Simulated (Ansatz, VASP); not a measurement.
Ba: VASP beside Ansatz

```xyz
1
Lattice="4.2421 0.0000 0.0000 -2.1210 3.6737 0.0000 0.0000 0.0000 4.0428" Properties=species:S:1:pos:R:3 pbc="T T T"
Ba    0.0000    0.0000    0.0000
```

Alike in both runs: task single point; functional PBE; k mesh 15 × 15 × 14; occupations gaussian, width 0.15 eV; no spin polarisation.

|  | VASP | Ansatz |
| --- | --- | --- |
| version | VASP 6.6.1 | Ansatz 0.2.0 |
| potentials or method | VASP PAW PBE potentials, release 64 (Ba_sv), cutoff 520 eV | scalar-relativistic, plane waves, PAW |
| valence electrons in the cell | 10 | 10 |

```csv
,VASP,Ansatz,Ansatz less VASP
gap on the k mesh at the Fermi level (eV),none,none,-
pressure (GPa),0.0,-0.1,-0.06
"traceless stress, the component that is largest in VASP (GPa)",-0.59,-0.61,-0.020
```

A gap of «none» marks a metal or a gap that the smearing closes. The functional is the same, so the differences come from potentials, cutoffs and numerics.

Spin-orbit coupling is off throughout.
